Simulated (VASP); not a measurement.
Input of a VASP 6.6.1 run:

File INCAR:

```
PREC = Accurate ; ENCUT = 520
EDIFF = 1E-6 ; ISMEAR = -1
SIGMA = 0.05 ; LREAL = F
LASPH = T ; NELM = 80
ALGO = Normal ; ISIF = 2
LWAVE = F ; LCHARG = F
GGA = CA ; IBRION = 2
NSW = 50 ; EDIFFG = -0.01
```

File KPOINTS:

```
Automatic mesh
0
Gamma
  10 10 10
```

The input POSCAR:

```
ScCd
1.0
    3.3403099166      0.0000000000      0.0000000000
    0.0000000000      3.3403099166      0.0000000000
    0.0000000000      0.0000000000      3.3403099166
Sc Cd
1 1
Direct
    0.5000000000      0.5000000000      0.5000000000
    0.0000000000      0.0000000000      0.0000000000
```

Potentials or basis: VASP PAW LDA potentials, release 64 (Sc_sv, Cd).

The run is started by

```console
$ cat potpaw_LDA.64/Sc_sv/POTCAR potpaw_LDA.64/Cd/POTCAR > POTCAR
$ mpirun -np 1 vasp_std > vasp.out
```

Q: Estimate the band gap on the k mesh.

A: Zero (an odd number of electrons rules out a gap without spin polarisation).

Final structure:
```cif
data_structure
_symmetry_space_group_name_H-M 'P 1'
_symmetry_Int_Tables_number 1
_cell_length_a 3.3403
_cell_length_b 3.3403
_cell_length_c 3.3403
_cell_angle_alpha 90.000
_cell_angle_beta 90.000
_cell_angle_gamma 90.000
_cell_volume 37.27
loop_
_atom_site_label
_atom_site_type_symbol
_atom_site_fract_x
_atom_site_fract_y
_atom_site_fract_z
_atom_site_occupancy
Sc1 Sc 0.50000 0.50000 0.50000 1
Cd1 Cd 0.00000 0.00000 0.00000 1
```

Caveat: the relaxation stopped at its first step, so nothing moved.
